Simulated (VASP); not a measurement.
# KBr (I-4m2) in VASP: settings compared

The runs below take KBr through single point, with PBE, r2SCAN, HSE06.

All numbers are computed with VASP 6.6.1; they aren't measurements. Logs are shortened: lines on timing, memory, paths and dates and some standing lists are left out, and cuts for length are marked.

## Step 1: The cell of the first run

It takes space group I-4m2 (No. 119, tetragonal). The conventional cell has a = 5.216 Å, b = 5.216 Å, c = 7.329 Å, α = 90.00°, β = 90.00°, γ = 90.00°. Within 4.2 Å of K (site symmetry -4m2) lie 4 Br at 3.19 Å. Br (site symmetry -4m2) has 4 K at 3.19 Å within 4.2 Å.

## Step 2: Single point, PBE (uniaxial x strain -0.6%)

INCAR

```
SYSTEM = KBr
ALGO = Normal
EDIFF = 1E-7
ENCUT = 520
GGA = PE
ISIF = 2
ISMEAR = -1
LASPH = .True.
LCHARG = .True.
LELF = .True.
LREAL = .False.
LVHAR = .True.
LWAVE = .False.
NBANDS = 15
NELM = 80
PREC = Accurate
SIGMA = 0.02
```

KPOINTS

```
k-points
0
Gamma
  6 6 6
  0 0 0
```

POSCAR

```
KBr
1.0
    0.0000000000      3.6882992942      3.6882992942
    3.6646941787      0.0000000000      3.6882992942
    3.6646941787      3.6882992942      0.0000000000
K Br
1 1
Direct
    0.0000000000      0.0000000000      0.0000000000
    0.2500000000      0.2500000000      0.2500000000
```

Potentials or basis: VASP PAW PBE potentials, release 64 (K_sv, Br).

On the command line:

```console
$ cat potpaw_PBE.64/K_sv/POTCAR potpaw_PBE.64/Br/POTCAR > POTCAR
$ mpirun -np 1 vasp_std > vasp.out
```

OUTCAR:

```text
SYSTEM = KBr
   EDIFF = 1E-7
   ENCUT = 520
   GGA = PE
   ISIF = 2
   ISMEAR = -1
   LASPH = .True.
   LREAL = .False.
   NELM = 80
   PREC = Accurate

 ion  position               nearest neighbor table
   1  0.000  0.000  0.000-   2 3.19   2 3.19   2 3.19   2 3.19
   2  0.250  0.250  0.250-   1 3.19   1 3.19   1 3.19   1 3.19

  LATTYP: Found a body centered tetragonal cell.
 ALAT       =     5.2160428839
 C/A-ratio  =     1.4051625956

  Lattice vectors:

 A1 = (  -3.6646941787,   0.0000000000,  -3.6882992942)
 A2 = (  -3.6646941787,   0.0000000000,   3.6882992942)
 A3 = (   3.6646941787,   3.6882992942,   0.0000000000)

Analysis of symmetry for initial positions (statically):
=====================================================================
 Subroutine PRICEL returns:
 Original cell was already a primitive cell.

 Routine SETGRP: Setting up the symmetry group for a
 body centered tetragonal supercell.

 Subroutine GETGRP returns: Found  8 space group operations
 (whereof  8 operations were pure point group operations)
 out of a pool of 16 trial point group operations.

The static configuration has the point symmetry D_2d.

Analysis of symmetry for dynamics (positions and initial velocities):
=====================================================================
 Subroutine PRICEL returns:
 Original cell was already a primitive cell.

 Routine SETGRP: Setting up the symmetry group for a
 body centered tetragonal supercell.

 Subroutine GETGRP returns: Found  8 space group operations
 (whereof  8 operations were pure point group operations)
 out of a pool of 16 trial point group operations.

The dynamic configuration has the point symmetry D_2d.

 Subroutine INISYM returns: Found  8 space group operations
 (whereof  8 operations are pure point group operations),
 and found     1 'primitive' translations

----------------------------------------------------------------------------------------

                                     Primitive cell

  volume of cell :      99.7057

  direct lattice vectors                    reciprocal lattice vectors
     0.000000000  3.688299294  3.688299294    -0.136437033  0.135563836  0.135563836
     3.664694179  0.000000000  3.688299294     0.136437033 -0.135563836  0.135563836
     3.664694179  3.688299294  0.000000000     0.136437033  0.135563836 -0.135563836

  length of vectors
     5.216042884  5.199378339  5.199378339     0.235308672  0.235308672  0.235308672

  position of ions in fractional coordinates (direct lattice)
     0.000000000  0.000000000  0.000000000
     0.250000000  0.250000000  0.250000000

  ion indices of the primitive-cell ions
   primitive index   ion index
                 1           1
                 2           2

----------------------------------------------------------------------------------------

 KPOINTS: k-points

Automatic generation of k-mesh.
 Grid dimensions read from file:
 generate k-points for:    6    6    6

 Generating k-lattice:

  Cartesian coordinates                     Fractional coordinates (reciprocal lattice)
    -0.022739505  0.022593973  0.022593973     0.166666667  0.000000000  0.000000000
     0.022739505 -0.022593973  0.022593973     0.000000000  0.166666667 -0.000000000
     0.022739505  0.022593973 -0.022593973     0.000000000 -0.000000000  0.166666667

  Length of vectors
     0.039218112  0.039218112  0.039218112

  Shift w.r.t. Gamma in fractional coordinates (k-lattice)
     0.000000000  0.000000000  0.000000000

 Subroutine IBZKPT returns following result:
 ===========================================

 Found     30 irreducible k-points:

 Following reciprocal coordinates:
            Coordinates               Weight
  0.000000  0.000000  0.000000      1.000000
  0.166667  0.000000  0.000000      8.000000
  0.333333  0.000000  0.000000      8.000000
  0.500000  0.000000  0.000000      4.000000
  0.166667  0.166667  0.000000      4.000000
  0.333333  0.166667 -0.000000     16.000000
[... 16 lines left out ...]
 -0.333333  0.500000  0.166667      4.000000
  0.333333 -0.333333  0.166667      8.000000
 [... further k-points ...]
   k-points           NKPTS =     30   k-points in BZ     NKDIM =     30   number of bands    NBANDS=     15
   number of dos      NEDOS =    301   number of ions     NIONS =      2
   total plane-waves  NPLWV =  64000
   dimension x,y,z NGX =    40 NGY =   40 NGZ =   40
   dimension x,y,z NGXF=    80 NGYF=   80 NGZF=   80
   ions per type =               1   1
   NGX,Y,Z   is equivalent  to a cutoff of  12.75, 12.79, 12.79 a.u.
   NGXF,Y,Z  is equivalent  to a cutoff of  25.50, 25.58, 25.58 a.u.
 SYSTEM =  KBr
   PREC   = accura    normal or accurate (medium, high low for compatibility)
   ISTART =      0    job   : 0-new  1-cont  2-samecut
   ICHARG =      2    charge: 1-file 2-atom 10-const
   ISPIN  =      1    spin polarized calculation?
   LNONCOLLINEAR =      F non collinear calculations
   LSORBIT =      F    spin-orbit coupling
   LASPH  =      T    aspherical Exc in radial PAW
   ENCUT  =  520.0 eV  38.22 Ry    6.18 a.u.   9.70  9.67  9.67*2*pi/ulx,y,z
   NELM   =     80;   NELMIN=  2; NELMDL= -5     # of ELM steps
   EDIFF  = 0.1E-06   stopping-criterion for ELM
   LREAL  =      F    real-space projection
   EDIFFG = 0.1E-05   stopping-criterion for IOM
   NSW    =      0    number of steps for IOM
   IBRION =     -1    ionic relax: 0-MD 1-quasi-New 2-CG
   NFREE  =      0    steps in history (QN), initial steepest desc. (CG)
   ISIF   =      2    stress and relaxation
   ISYM   =      2    0-nonsym 1-usesym 2-fastsym
   POTIM  = 0.5000    time-step for ionic-motion
   TEBEG  =    0.0;   TEEND  =   0.0 temperature during run
   PSTRESS=    0.0 pullay stress
   NELECT =      16.0000    total number of electrons
   NUPDOWN=      -1.0000    fix difference up-down
   EMIN   =  10.00;   EMAX   =-10.00  energy-range for DOS
   EFERMI =   0.00;   METHOD = LEGACY
   ISMEAR =    -1;   SIGMA  =   0.02  broadening in eV -4-tet -1-fermi 0-gaus
   EFERMI_NEDOS =   21; number of points for ismear=-14 and -15
   IALGO  =     38    algorithm
   IMIX   =      4    mixing-type and parameters
     AMIX     =   0.40;   BMIX     =  1.00
     AMIX_MAG =   1.60;   BMIX_MAG =  1.00
  volume/ion in A,a.u.               =      49.85       336.42
  Fermi-wavevector in a.u.,A,eV,Ry     =   0.889627  1.681152 10.768153  0.791437
  Thomas-Fermi vector in A             =   2.011213
   LORBIT       =      0    0 simple, 1 ext, 2 COOP (PROOUT), +10 PAW based schemes
   GGA     = PE    functional components
   LHFCALC =     F    Hartree Fock is set to
   AEXX    =    0.0000 exact exchange contribution
   IVDW    =     0    specifies the selected vdW correction
   LEPSILON=     F    determine dielectric tensor
   LRPA    =     F    only Hartree local field effects (RPA)
 non-spin polarized calculation
  energy-cutoff  :      520.00
  volume of cell :       99.71
 maximum number of plane-waves:      2725
   NGX = 19   NGY = 19   NGZ = 19

 number of electron      15.9999997 magnetization

 Free energy of the ion-electron system (eV)
  ---------------------------------------------------
  ext. energy  EPLUGINS =         0.00000000
  ---------------------------------------------------
  free energy    TOTEN  =        -6.03352948 eV

  energy without entropy =       -6.03352948  energy(sigma->0) =       -6.03352948

 E-fermi :  -2.5950     XC(G=0):  -5.9652

 val. band max:       -3.1161069022   @ k =   0.5000   0.0000   0.0000
 cond. band min:       1.1747321308   @ k =   0.0000   0.0000   0.0000
 fundamental gap:      4.2908390331
 Fermi energy:        -2.5950396847

 k-point     1 :       0.0000    0.0000    0.0000
  band No.  band energies     occupation
      1     -30.8868      2.00000
      2     -14.9948      2.00000
      3     -14.3859      2.00000
      4     -14.3851      2.00000
      5     -14.3851      2.00000
      6      -3.1349      2.00000
      7      -3.1349      2.00000
      8      -3.1318      2.00000
      9       1.1747      0.00000
     10       5.4891      0.00000
     11       5.5312      0.00000
     12       6.5002      0.00000
     13       6.5002      0.00000
     14       6.5233      0.00000
     15       7.2242      0.00000

 k-point     2 :       0.1667    0.0000    0.0000
  band No.  band energies     occupation
      1     -30.8865      2.00000
      2     -15.0555      2.00000
      3     -14.3872      2.00000
      4     -14.3868      2.00000
      5     -14.3183      2.00000
      6      -3.2512      2.00000
      7      -3.1314      2.00000
      8      -3.1283      2.00000
      9       1.6068      0.00000
     10       5.2442      0.00000
     11       5.2750      0.00000
     12       6.1416      0.00000
     13       6.5165      0.00000
     14       6.9634      0.00000
     15       6.9715      0.00000

 k-point     3 :       0.3333    0.0000    0.0000
  band No.  band energies     occupation
      1     -30.8857      2.00000
      2     -15.1509      2.00000
      3     -14.3904      2.00000
      4     -14.3901      2.00000
      5     -14.2104      2.00000
      6      -3.4385      2.00000
      7      -3.1250      2.00000
      8      -3.1200      2.00000
      9       2.5745      0.00000
     10       4.8479      0.00000
     11       5.0856      0.00000
     12       5.1108      0.00000
     13       6.5119      0.00000
     14       6.7014      0.00000
     15       6.7117      0.00000
[... 343 lines left out ...]
 k-point    23 :      -0.3333    0.5000    0.1667
  band No.  band energies     occupation
      1     -30.8848      2.00000
      2     -15.2354      2.00000
      3     -14.4065      2.00000
      4     -14.4009      2.00000
      5     -14.0923      2.00000
      6      -3.4615      2.00000
      7      -3.2395      2.00000
      8      -3.1404      2.00000
      9       3.1423      0.00000
     10       4.0832      0.00000
     11       5.7650      0.00000
     12       5.8403      0.00000
     13       6.2320      0.00000
     14       6.5409      0.00000
     15       7.1262      0.00000

 k-point    24 :       0.3333   -0.3333    0.1667
  band No.  band energies     occupation
      1     -30.8850      2.00000
      2     -15.2245      2.00000
      3     -14.4068      2.00000
      4     -14.3981      2.00000
      5     -14.1065      2.00000
      6      -3.4070      2.00000
      7      -3.2892      2.00000
      8      -3.1293      2.00000
      9       3.3546      0.00000
     10       4.0481      0.00000
     11       5.0403      0.00000
     12       5.6190      0.00000
     13       6.4768      0.00000
     14       6.8427      0.00000
     15       7.1952      0.00000

 [... further k-points ...]

------------------------ aborting loop because EDIFF is reached ----------------------------------------

  FORCE on cell =-STRESS in cart. coord.  units (eV):
  Direction    XX          YY          ZZ          XY          YZ          ZX
  --------------------------------------------------------------------------------------
  -------------------------------------------------------------------------------------
  Total        0.2171894      0.2166278      0.2166278      0.0000000      0.0000000      0.0000000
  in kB        3.4900303      3.4810061      3.4810061      0.0000000      0.0000000      0.0000000
  external PRESSURE =       3.4840142 kB  Pullay stress =       0.0000000 kB

 VOLUME and BASIS-vectors are now :
 -----------------------------------------------------------------------------
  energy-cutoff  :      520.00
  volume of cell :       99.71
      direct lattice vectors                 reciprocal lattice vectors
     0.000000000  3.688299294  3.688299294    -0.136437033  0.135563836  0.135563836
     3.664694179  0.000000000  3.688299294     0.136437033 -0.135563836  0.135563836
     3.664694179  3.688299294  0.000000000     0.136437033  0.135563836 -0.135563836

 POSITION                                       TOTAL-FORCE (eV/Angst)
 -----------------------------------------------------------------------------------
      0.00000      0.00000      0.00000         0.000000      0.000000      0.000000
      1.83235      1.84415      1.84415        -0.000000     -0.000000     -0.000000
 -----------------------------------------------------------------------------------
    total drift:                               -0.000000     -0.000000     -0.000000

  FREE ENERGIE OF THE ION-ELECTRON SYSTEM (eV)
  ---------------------------------------------------
  free  energy   TOTEN  =        -6.0335294845 eV

  energy  without entropy=       -6.0335294845  energy(sigma->0) =       -6.03352948
```

It took 56 s on 1 thread of Oxide Virtual Turin-like, shared host; peak memory 0.22 GiB.

What came out:

```yaml
Free_energy: -6.0335 eV
Pressure: 0.3 GPa
Band_gap_on_the_k_mesh: 4.29 eV (least direct gap 4.31 eV)
```

Caveat: the cell differs from its parent crystal (uniaxial x strain -0.6%); the structure was generated, so it needn't be the stable form of KBr. A k mesh can miss the band edges.

## Step 3: Single point, r2SCAN (uniaxial x strain -0.6%)

POSCAR is that of step 2.

INCAR.step1

```
PREC = Accurate ; ENCUT = 520
ISMEAR = 0 ; SIGMA = 0.01
LREAL = False ; LASPH = True
NELM = 100 ; NBANDS = 15
GGA = PE ; ALGO = Normal
EDIFF = 1E-4 ; LWAVE = True
LCHARG = False
```

INCAR.step2

```
PREC = Accurate ; ENCUT = 520
EDIFF = 1E-7 ; ISMEAR = 0
SIGMA = 0.01 ; LREAL = False
LASPH = True ; NELM = 100
ALGO = Normal ; ISIF = 2
LWAVE = False ; LCHARG = False
METAGGA = R2SCAN ; LMIXTAU = True
NBANDS = 15 ; ISTART = 1
```

KPOINTS

```
Automatic mesh
0
Gamma
  6 6 6
```

Potentials or basis: VASP PAW PBE potentials, release 64 (K_sv, Br).

On the command line:

```console
$ cat potpaw_PBE.64/K_sv/POTCAR potpaw_PBE.64/Br/POTCAR > POTCAR
$ cp INCAR.step1 INCAR
$ mpirun -np 1 vasp_std > vasp.out
$ cp INCAR.step2 INCAR
$ mpirun -np 1 vasp_std > vasp.out
```

Run time: 4.3 min. Hardware: 1 thread of Oxide Virtual Turin-like, shared host; peak memory 0.24 GiB.

It converged, with:

```yaml
Free_energy: -22.9671 eV
Pressure: 0.1 GPa
Band_gap_on_the_k_mesh: 4.85 eV (least direct gap 4.86 eV)
```

Levels at points of the mesh, in eV from the valence-band top:
| k point | band 6 | band 7 | band 8 | band 9 | band 10 | band 11 |
| --- | --- | --- | --- | --- | --- | --- |
| (0.00, 0.00, 0.00) | -0.02 | -0.02 | -0.01 | 4.85 | 9.34 | 9.39 |
| (0.50, 0.00, 0.00) | -0.38 | -0.01 | 0.00 | 7.19 | 7.50 | 8.88 |
| (0.50, 0.50, 0.00) | -0.43 | -0.02 | -0.02 | 6.52 | 7.78 | 9.90 |
| (0.00, 0.50, 0.50) | -0.42 | -0.02 | -0.02 | 6.53 | 7.78 | 9.94 |

Caveat: the cell differs from its parent crystal (uniaxial x strain -0.6%); the structure was generated, so it needn't be the stable form of KBr; the PAW data sets were made with another functional, which shifts forces and pressure a little.

## Step 4: Single point, HSE06 (uniaxial x strain -0.6%)

POSCAR is that of step 3.

INCAR.step1

```
PREC = Accurate
ENCUT = 520
EDIFF = 1E-5
ISMEAR = 0
SIGMA = 0.01
LREAL = False
LASPH = True
NELM = 80
ALGO = Normal
ISIF = 2
LWAVE = True
LCHARG = False
NBANDS = 15
GGA = PE
```

INCAR.step2

```
PREC = Accurate
ENCUT = 520
EDIFF = 1E-7
ISMEAR = 0
SIGMA = 0.01
LREAL = False
LASPH = True
NELM = 80
ALGO = Normal
ISIF = 2
LWAVE = False
LCHARG = False
GGA = PE
LHFCALC = True
HFSCREEN = 0.2079
PRECFOCK = Normal
NBANDS = 15
ISTART = 1
```

KPOINTS

```
regular mesh
0
Gamma
  4 4 4
```

On the command line:

```console
$ cat potpaw_PBE.64/K_sv/POTCAR potpaw_PBE.64/Br/POTCAR > POTCAR
$ cp INCAR.step1 INCAR
$ mpirun -np 1 vasp_std > vasp.out
$ cp INCAR.step2 INCAR
$ mpirun -np 1 vasp_std > vasp.out
```

Run time: 16 min. Hardware: 1 thread of Oxide Virtual Turin-like, shared host; peak memory 0.32 GiB.

Results (log left out):

- Free energy: -6.9712 eV
- Pressure: 0.2 GPa
- Band gap on the k mesh: 5.40 eV (least direct gap 5.41 eV)

Levels at points of the mesh, in eV from the valence-band top:
```
           k point  band 4  band 5  band 6  band 7  band 8  band 9  band 10  band 11  band 12  band 13
(0.00, 0.00, 0.00)  -12.09  -12.09   -0.02   -0.02   -0.01    5.40    10.06    10.11    10.98    10.98
(0.50, 0.00, 0.00)  -12.10  -11.88   -0.41   -0.01    0.00    7.71     8.17     9.52     9.55    11.17
(0.50, 0.50, 0.00)  -12.11  -11.80   -0.45   -0.02   -0.02    7.19     8.39    10.30    10.95    10.98
(0.00, 0.50, 0.50)  -12.11  -11.81   -0.45   -0.03   -0.03    7.20     8.39    10.33    10.96    10.96
```

Caveat: the cell differs from its parent crystal (uniaxial x strain -0.6%); the structure was generated, so it needn't be the stable form of KBr; the PAW data sets were made with another functional, which shifts forces and pressure a little. A k mesh can miss the band edges.

## Step 5: Summary

```csv
level,k mesh,smearing,grid for exact exchange (PRECFOCK),share of exact exchange,screening parameter,gap on the mesh (eV),pressure (GPa)
PBE,6 × 6 × 6,fermi-dirac 0.02 eV,-,-,-,4.29,0.3
r2SCAN,6 × 6 × 6,gaussian 0.01 eV,-,-,-,4.85,0.1
HSE06,4 × 4 × 4,gaussian 0.01 eV,Normal,0.25,0.2079 1/Å,5.40,0.2
```

Alike in all rows: task single point; potentials or basis VASP PAW PBE potentials, release 64 (K_sv, Br); no spin polarisation; cell as given; cutoff (eV) 520.

Caveats: the structure was generated, so it needn't be the stable form of KBr; the PAW data sets were made with another functional, which shifts forces and pressure a little (at least some runs).

Absolute energies hang on the potentials; compare differences alone.
